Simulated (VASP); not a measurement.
A run of VASP 6.6.1 is set up as follows.

Contents of INCAR:

```
SYSTEM = TiAl
PREC = Accurate
ENCUT = 520
EDIFF = 1E-7
ISMEAR = 0
SIGMA = 0.15
LREAL = .FALSE.
LASPH = .TRUE.
NELM = 80
ALGO = Normal
ISIF = 2
LWAVE = .FALSE.
LCHARG = .FALSE.
GGA = PE
NBANDS = 14
```

Contents of KPOINTS:

```
regular mesh
0
G
  10 10 10
  0 0 0
```

POSCAR

```
TiAl
1.0
    3.1863219229      0.0000000000      0.0000000000
    0.0000000000      3.1863219229      0.0000000000
    0.0000000000      0.0000000000      3.1863219229
Ti Al
1 1
Direct
    0.0000049701      0.0000093237     -0.0000095908
    0.4999950299      0.4999906763      0.5000095908
```

Potentials or basis: VASP PAW PBE potentials, release 64 (Ti_sv, Al).

Launch:

```sh
$ cat potpaw_PBE.64/Ti_sv/POTCAR potpaw_PBE.64/Al/POTCAR > POTCAR
$ mpirun -np 1 vasp_std > vasp.out
```

**Question.** What does it give for the pressure?

**Answer.** 0.0 GPa.

Caveat: the cell differs from its parent crystal (atom 1 moved 0.06 Å, then relaxed in part).
